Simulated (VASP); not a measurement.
# CsLiCr2Te2S3 (R32) in VASP: further runs, part 2 of 2

VASP 6.6.1.

## 4. Single point, PBE, collinear spin, ferromagnetic start

This run uses another cell than the first one, of 22.21 Å³/atom.

Input file INCAR:

```
SYSTEM = CsLiCr2Te2S3
PREC     = Accurate       ! precision mode
ENCUT    = 520            ! plane-wave cutoff, eV
EDIFF    = 1E-7           ! SCF threshold, eV
ISMEAR   = -1             ! smearing method
SIGMA    = 0.05           ! smearing width, eV
LREAL    = .FALSE.        ! projectors in reciprocal space
LASPH    = .TRUE.         ! aspherical terms in the spheres
NELM     = 150            ! most SCF steps
ALGO     = Normal         ! electronic algorithm
ISIF     = 2              ! what is computed and relaxed
LWAVE    = .FALSE.        ! write WAVECAR
LCHARG   = .FALSE.        ! write CHGCAR
ISPIN    = 2              ! spin polarisation
MAGMOM   = 0 0 3 3 0 0 0 0 0 ! initial moments
LORBIT   = 11             ! projections on sites
LMAXMIX  = 4              ! l up to which the mixer works
GGA      = PE             ! functional
NBANDS   = 47             ! bands
```

Input file KPOINTS:

```
regular mesh
0
G
  4 4 4
  0 0 0
```

Input file POSCAR:

```
CsLiCr2Te2S3
1.0
    3.1425457690      1.8143482299      5.8441874978
   -3.1425457690      1.8143482299      5.8441874978
    0.0000000000     -3.6287007071      5.8441861792
Cs Li Cr Te S
1 1 2 2 3
Direct
    0.0000000000      0.0000000000      0.0000000000
    0.5000000000      0.5000000000      0.5000000000
    0.7892382585      0.7892382585      0.7892382585
    0.2107617415      0.2107617415      0.2107617415
    0.6537592078      0.6537592078      0.6537592078
    0.3462407922      0.3462407922      0.3462407922
    0.1401040240      0.8598959760      0.5000000000
    0.5000000000      0.1401040240      0.8598959760
    0.8598959760      0.5000000000      0.1401040240
```

Potentials or basis: VASP PAW PBE potentials, release 64 (Cs_sv, Li_sv, Cr_pv, Te, S).

The run is started by

```console
$ cat potpaw_PBE.64/Cs_sv/POTCAR potpaw_PBE.64/Li_sv/POTCAR potpaw_PBE.64/Cr_pv/POTCAR potpaw_PBE.64/Te/POTCAR potpaw_PBE.64/S/POTCAR > POTCAR
$ mpirun -np 1 vasp_std > vasp.out
```

OUTCAR:

```text
SYSTEM = CsLiCr2Te2S3
   PREC = Accurate
   ENCUT = 520
   EDIFF = 1E-7
   ISMEAR = -1
   LREAL = .FALSE.
   LASPH = .TRUE.
   NELM = 150
   ISIF = 2
   ISPIN = 2
   LORBIT = 11
   GGA = PE

 ion  position               nearest neighbor table
   1  0.000  0.000  0.000-
   2  0.500  0.500  0.500-   8 2.26   9 2.26   7 2.26   6 2.70   5 2.70
   3  0.789  0.789  0.789-   9 2.16   7 2.16   8 2.16   5 2.38
   4  0.211  0.211  0.211-   8 2.16   7 2.16   9 2.16   6 2.38
   5  0.654  0.654  0.654-   3 2.38   2 2.70   6 3.66   6 3.66   6 3.66
   6  0.346  0.346  0.346-   4 2.38   2 2.70   5 3.66   5 3.66   5 3.66
   7  0.140  0.860  0.500-   3 2.16   4 2.16   2 2.26
   8  0.500  0.140  0.860-   4 2.16   3 2.16   2 2.26
   9  0.860  0.500  0.140-   3 2.16   4 2.16   2 2.26

  LATTYP: Found a trigonal (rhomboedric) cell.
 ALAT       =     6.8790973913
 COS(alpha) =     0.5826212801

  Lattice vectors:

 A1 = (   3.1425457690,   1.8143482299,   5.8441874978)
 A2 = (  -3.1425457690,   1.8143482299,   5.8441874978)
 A3 = (   0.0000000000,  -3.6287007071,   5.8441861792)

Analysis of symmetry for initial positions (statically):
=====================================================================
 Subroutine PRICEL returns:
 Original cell was already a primitive cell.

 Routine SETGRP: Setting up the symmetry group for a
 trigonal (rhombohedral) supercell.

 Subroutine GETGRP returns: Found  6 space group operations
 (whereof  6 operations were pure point group operations)
 out of a pool of 12 trial point group operations.

The static configuration has the point symmetry D_3 .

Analysis of symmetry for dynamics (positions and initial velocities):
=====================================================================
 Subroutine PRICEL returns:
 Original cell was already a primitive cell.

 Routine SETGRP: Setting up the symmetry group for a
 trigonal (rhombohedral) supercell.

 Subroutine GETGRP returns: Found  6 space group operations
 (whereof  6 operations were pure point group operations)
 out of a pool of 12 trial point group operations.

The dynamic configuration has the point symmetry D_3 .

Analysis of structural, dynamic, and magnetic symmetry:
=====================================================================
 Subroutine PRICEL returns:
 Original cell was already a primitive cell.

 Routine SETGRP: Setting up the symmetry group for a
 trigonal (rhombohedral) supercell.

 Subroutine GETGRP returns: Found  6 space group operations
 (whereof  6 operations were pure point group operations)
 out of a pool of 12 trial point group operations.

The overall configuration has the point symmetry D_3 .

 Subroutine INISYM returns: Found  6 space group operations
 (whereof  6 operations are pure point group operations),
 and found     1 'primitive' translations

----------------------------------------------------------------------------------------

                                     Primitive cell

  volume of cell :     199.9300

  direct lattice vectors                    reciprocal lattice vectors
     3.142545769  1.814348230  5.844187498     0.159106672  0.091860266  0.057036755
    -3.142545769  1.814348230  5.844187498    -0.159106672  0.091860266  0.057036755
     0.000000000 -3.628700707  5.844186179     0.000000000 -0.183720574  0.057036688
[... 101 lines left out ...]
   ISMEAR =    -1;   SIGMA  =   0.05  broadening in eV -4-tet -1-fermi 0-gaus
   EFERMI_NEDOS =   21; number of points for ismear=-14 and -15
   IALGO  =     38    algorithm
   IMIX   =      4    mixing-type and parameters
     AMIX     =   0.40;   BMIX     =  1.00
     AMIX_MAG =   1.60;   BMIX_MAG =  1.00
  volume/ion in A,a.u.               =      22.21       149.91
  Fermi-wavevector in a.u.,A,eV,Ry     =   1.131436  2.138105 17.417476  1.280148
  Thomas-Fermi vector in A             =   2.268135
   LORBIT       =     11    0 simple, 1 ext, 2 COOP (PROOUT), +10 PAW based schemes
   GGA     = PE    functional components
   LHFCALC =     F    Hartree Fock is set to
   AEXX    =    0.0000 exact exchange contribution
   IVDW    =     0    specifies the selected vdW correction
   LEPSILON=     F    determine dielectric tensor
   LRPA    =     F    only Hartree local field effects (RPA)
 spin polarized calculation
  energy-cutoff  :      520.00
  volume of cell :      199.93
 maximum number of plane-waves:      5412
 NGX is ok and might be reduce to    54
   NGX = 25   NGY = 25   NGZ = 25

 number of electron      65.9999995 magnetization       4.0043279

 Free energy of the ion-electron system (eV)
  ---------------------------------------------------
  ext. energy  EPLUGINS =         0.00000000
  ---------------------------------------------------
  free energy    TOTEN  =       -44.33666308 eV

  energy without entropy =      -44.31393739  energy(sigma->0) =      -44.32530024

 E-fermi :   5.3394     XC(G=0):  -9.7290

 val. band max:        5.3359605608   @ k =   0.2500  -0.0000   0.0000
 cond. band min:       5.4747445815   @ k =   0.2500   0.2500   0.0000
 fundamental gap:      0.1387840207
 Fermi energy:         5.3393512579

 spin component 1

 k-point     1 :       0.0000    0.0000    0.0000
  band No.  band energies     occupation
      1     -40.3030      1.00000
      2     -38.9513      1.00000
      3     -38.9513      1.00000
      4     -38.9467      1.00000
      5     -38.9467      1.00000
      6     -38.8238      1.00000
[... 613 lines left out ...]
     44      11.0494      0.00000
     45      11.0690      0.00000
 Fermi energy:         5.3393512579

 spin component 2

 k-point     1 :       0.0000    0.0000    0.0000
  band No.  band energies     occupation
      1     -40.2894      1.00000
      2     -36.9012      1.00000
      3     -36.8995      1.00000
      4     -36.7143      1.00000
      5     -36.7143      1.00000
      6     -36.7085      1.00000
[... 613 lines left out ...]
     44      11.0687      0.00000
     45      11.2609      0.00000
 [bands above 45 left out]

------------------------ aborting loop because EDIFF is reached ----------------------------------------

  FORCE on cell =-STRESS in cart. coord.  units (eV):
  Direction    XX          YY          ZZ          XY          YZ          ZX
  --------------------------------------------------------------------------------------
  -------------------------------------------------------------------------------------
  Total       12.5094091     12.5094091     12.3194014      0.0000000      0.0000000      0.0000000
  in kB      100.2465473    100.2465473     98.7238844      0.0000000      0.0000004      0.0000000
  external PRESSURE =      99.7389930 kB  Pullay stress =       0.0000000 kB

 VOLUME and BASIS-vectors are now :
 -----------------------------------------------------------------------------
  energy-cutoff  :      520.00
  volume of cell :      199.93
      direct lattice vectors                 reciprocal lattice vectors
     3.142545769  1.814348230  5.844187498     0.159106672  0.091860266  0.057036755
    -3.142545769  1.814348230  5.844187498    -0.159106672  0.091860266  0.057036755
     0.000000000 -3.628700707  5.844186179     0.000000000 -0.183720574  0.057036688

 POSITION                                       TOTAL-FORCE (eV/Angst)
 -----------------------------------------------------------------------------------
      0.00000      0.00000      0.00000        -0.000000     -0.000000      0.000000
      0.00000     -0.00000      8.76628        -0.000000     -0.000000      0.000000
      0.00000     -0.00000     13.83737        -0.000000      0.000000     -0.022275
      0.00000     -0.00000      3.69519        -0.000000     -0.000000      0.022275
      0.00000     -0.00000     11.46207        -0.000000     -0.000000      0.019824
      0.00000     -0.00000      6.07049        -0.000000      0.000000     -0.019824
     -2.26198     -0.00000      8.76628         0.000221     -0.000000      0.000000
      1.13099     -1.95893      8.76628        -0.000111      0.000192      0.000000
      1.13099      1.95893      8.76628        -0.000111     -0.000192     -0.000000
 -----------------------------------------------------------------------------------
    total drift:                                0.000000      0.000000     -0.000000

  FREE ENERGIE OF THE ION-ELECTRON SYSTEM (eV)
  ---------------------------------------------------
  free  energy   TOTEN  =       -44.3366630834 eV

  energy  without entropy=      -44.3139373879  energy(sigma->0) =      -44.32530024

 total charge

# of ion       s       p       d       tot
------------------------------------------
    1        1.839   4.698   0.076   6.613
    2        2.032   0.079   0.000   2.110
    3        0.373   6.346   4.291  11.010
    4        0.373   6.346   4.291  11.010
    5        1.392   2.031   0.031   3.455
    6        1.392   2.031   0.031   3.455
    7        1.340   2.452   0.000   3.791
    8        1.340   2.452   0.000   3.791
    9        1.340   2.452   0.000   3.791
--------------------------------------------------
tot         11.420  28.888   8.721  49.028

 magnetization (x)

# of ion       s       p       d       tot
------------------------------------------
    1       -0.000  -0.005  -0.001  -0.006
    2        0.003   0.003   0.000   0.006
    3        0.029   0.030   2.069   2.128
    4        0.029   0.030   2.069   2.128
    5       -0.004  -0.163   0.005  -0.163
    6       -0.004  -0.163   0.005  -0.163
    7       -0.003  -0.063   0.000  -0.066
    8       -0.003  -0.063   0.000  -0.066
    9       -0.003  -0.063   0.000  -0.066
--------------------------------------------------
tot          0.042  -0.455   4.147   3.733
```

It took 8.1 min on 1 thread of Intel Xeon Platinum 8488C (Sapphire Rapids), shared host; peak memory 0.63 GiB.

What came out:

```yaml
Free_energy: -44.3367 eV
Largest_force: 0.022 eV/Å
Band_gap_on_the_k_mesh: zero (filled and empty bands overlap)
Net_moment: 4.00 μB per cell
Site_moments: Cs -0.01; Li +0.01; Cr +2.13; Te -0.16; S -0.07 μB
Valence_electrons_inside_the_program's_atomic_spheres: Cs 6.61; Li 2.11; Cr 11.01; Te 3.46; S 3.79
```

Forces on the atoms (eV/Å):
```
Cs   0.000  0.000  0.000
Li   0.000  0.000  0.000
Cr   0.000  0.000 -0.022
Cr   0.000  0.000  0.022
Te   0.000  0.000  0.020
Te   0.000  0.000 -0.020
S    0.000  0.000  0.000
S    0.000  0.000  0.000
S    0.000  0.000  0.000
```

Levels at points of the mesh, in eV from the Fermi level:
Spin up:
```tsv
k point	band 31	band 32	band 33	band 34	band 35	band 36	band 37	band 38	band 39	band 40
(0.00, 0.00, 0.00)	-1.60	-0.27	-0.27	-0.22	-0.22	-0.01	0.21	0.21	1.99	1.99
(0.50, 0.00, 0.00)	-1.50	-1.08	-0.57	-0.24	-0.08	0.38	0.75	0.88	1.20	1.29
(0.50, 0.50, 0.00)	-1.04	-0.97	-0.76	-0.60	-0.11	0.23	0.30	0.56	0.90	1.40
(0.50, 0.50, 0.50)	-1.61	-1.20	-1.20	-0.61	-0.32	-0.32	0.69	0.90	0.90	1.94
```
Spin down:
```tsv
k point	band 27	band 28	band 29	band 30	band 31	band 32	band 33	band 34	band 35	band 36
(0.00, 0.00, 0.00)	-2.17	-2.17	-1.28	-0.14	-0.14	0.43	0.43	0.71	0.97	0.97
(0.50, 0.00, 0.00)	-1.96	-1.87	-1.62	-1.15	-0.77	0.60	0.79	1.03	1.38	1.52
(0.50, 0.50, 0.00)	-2.18	-2.01	-1.88	-0.96	-0.42	0.43	0.58	0.91	1.17	1.51
(0.50, 0.50, 0.50)	-2.03	-2.03	-2.01	-0.67	-0.67	0.39	0.39	0.70	0.87	0.87
```

Caveat: the cutoff is under 1.25 times the usual one of these potentials, so pressure, stress and relaxed cells hold a basis-set (Pulay) error; spin-orbit coupling is left out, which moves the levels of the heavy elements; the run started ferromagnetic, and an antiferromagnetic order may lie lower in energy. With open d or f shells a metallic result of PBE can be an artefact of self-interaction; +U or a hybrid may open a gap.

## 5. Overview

| cell | gap on the mesh (eV) | moment (μB) | largest force (eV/Å) |
| --- | --- | --- | --- |
| a = 7.876 Å, angles 49.8°, 9 atoms, atomic positions A | none | 4.00 | 0.01 |
| a = 6.640 Å, angles 54.0°, 9 atoms, atomic positions B | none | 3.93 | 0.04 |
| a = 6.879 Å, angles 54.4°, 9 atoms, atomic positions C | none | 4.00 | 0.02 |

Alike in all rows: task single point; level PBE; potentials or basis VASP PAW PBE potentials, release 64 (Cs_sv, Li_sv, Cr_pv, Te, S); spin collinear, ferromagnetic start; k mesh 4 × 4 × 4; cutoff (eV) 520; smearing fermi-dirac 0.05 eV.

Caveats: the cutoff is under 1.25 times the usual one of these potentials, so pressure, stress and relaxed cells hold a basis-set (Pulay) error; spin-orbit coupling is left out, which moves the levels of the heavy elements; the run started ferromagnetic, and an antiferromagnetic order may lie lower in energy.

Total energies depend on the potentials used, so only differences within one code and one set of settings carry meaning.

The gap in the log of VASP goes by the Fermi energy; the results here count the filled bands.